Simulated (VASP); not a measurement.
Here is a VASP 6.6.1 calculation.

Contents of INCAR:

```
ALGO     = Normal         # electronic algorithm
EDIFF    = 1E-7           # SCF threshold, eV
EDIFFG   = -0.04          # ionic threshold
ENCUT    = 600            # plane-wave cutoff, eV
GGA      = PE             # functional
GGA_COMPAT= False        
IBRION   = 2              # ionic algorithm
ISIF     = 3              # what is computed and relaxed
ISMEAR   = 0              # smearing method
LASPH    = True           # aspherical terms in the spheres
LCHARG   = False          # write CHGCAR
LREAL    = False          # projectors in reciprocal space
LWAVE    = False          # write WAVECAR
NELM     = 120            # most SCF steps
NELMIN   = 4            
NSW      = 90             # ionic steps
PREC     = Accurate       # precision mode
SIGMA    = 0.1            # smearing width, eV
```

The input KPOINTS:

```
k-points
0
Gamma
  4 4 6
```

POSCAR

```
Zr3ZnN2
1.0
    2.9322548278     -5.8205864364      0.0000000000
    2.9322548278      5.8205864364      0.0000000000
    0.0000000000      0.0000000000      3.1218626722
Zr Zn N
3 1 2
Direct
    0.7751846550      0.2248153450      0.0000000000
    0.2248153450      0.7751846550      0.0000000000
    0.5000000000      0.5000000000      0.5000000000
    0.0000000000      0.0000000000      0.0000000000
    0.5000000000      0.0000000000      0.5000000000
    0.0000000000      0.5000000000      0.5000000000
```

Potentials or basis: VASP PAW PBE potentials, release 64 (Zr_sv, Zn, N).

Run with:

```console
$ cat potpaw_PBE.64/Zr_sv/POTCAR potpaw_PBE.64/Zn/POTCAR potpaw_PBE.64/N/POTCAR > POTCAR
$ mpirun -np 1 vasp_std > vasp.out
```

(1) What does it give for the space group after relaxing (to 0.1 Å)?

(2) What does it give for the relaxed volume?

(3) Predict the relaxed cell.

Answers

(1) Cmmm (No. 65).

(2) 18.15 Å³/atom.

(3) a = 6.836 Å, b = 6.836 Å, c = 3.073 Å, α = 90.00°, β = 90.00°, γ = 130.70°.
